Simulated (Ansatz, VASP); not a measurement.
# One calculation of IrS, two programs

POSCAR

```
IrS
1.0
    0.0000000000      2.5166404758      2.5166404758
    2.5166404758      0.0000000000      2.5166404758
    2.5166404758      2.5166404758      0.0000000000
Ir S
1 1
Direct
    0.5000000000      0.5000000000      0.5000000000
    0.0000000000      0.0000000000      0.0000000000
```

INCAR.step1

```
SYSTEM = IrS
PREC = Accurate ; ENCUT = 520
ISMEAR = 0 ; SIGMA = 0.05
LREAL = .FALSE. ; LASPH = .TRUE.
NELM = 60 ; NBANDS = 14
GGA = PE ; ALGO = Normal
EDIFF = 1E-4 ; LWAVE = .TRUE.
LCHARG = .FALSE.
```

File INCAR.step2:

```
SYSTEM = IrS
PREC = Accurate ; ENCUT = 520
EDIFF = 1E-6 ; ISMEAR = 0
SIGMA = 0.05 ; LREAL = .FALSE.
LASPH = .TRUE. ; NELM = 60
ALGO = Normal ; ISIF = 2
LWAVE = .FALSE. ; LCHARG = .FALSE.
METAGGA = R2SCAN ; LMIXTAU = .TRUE.
NBANDS = 14 ; ISTART = 1
```

Contents of KPOINTS:

```
regular mesh
0
G
  12 12 12
  0 0 0
```

Input for Ansatz:

```yaml
crystal:
  lattice:
    - [0.0, 2.5166404758, 2.5166404758]
    - [2.5166404758, 0.0, 2.5166404758]
    - [2.5166404758, 2.5166404758, 0.0]
  atoms:
    - { symbol: Ir, position: [0.5, 0.5, 0.5] }
    - { symbol: S, position: [0.0, 0.0, 0.0] }
basis:
  ecutwfc: 500
  ecutrho_ratio: 4
kpoints:
  mp_grid: { grid: [12, 12, 12] }
hamiltonian:
  xc: r2scan
scf:
  occupations: { method: gaussian, width: 0.05 }
output:
  forces: true
  stress: true
  eigenvalues: true
```

Alike in both runs: task single point; functional r2SCAN; k mesh 12 × 12 × 12; occupations gaussian, width 0.05 eV; no spin polarisation.

```csv
,VASP,Ansatz
version,VASP 6.6.1,Ansatz 0.2.0
potentials or method,"VASP PAW PBE potentials, release 64 (Ir, S), cutoff 520 eV","scalar-relativistic, plane waves, PAW"
valence electrons in the cell,15,23
```

```tsv
	VASP	Ansatz	Ansatz less VASP
gap on the k mesh at the Fermi level (eV)	none	none	-
pressure (GPa)	-10.6	-11.3	-0.79
```

VASP's potentials were made for PBE, not for r2SCAN. A gap of «none» marks a metal or a gap that the smearing closes. VASP's potentials hold 15 valence electrons a cell and Ansatz's 23, so a difference there can come from the potentials and not from the codes.

Neither program's run includes spin-orbit coupling.
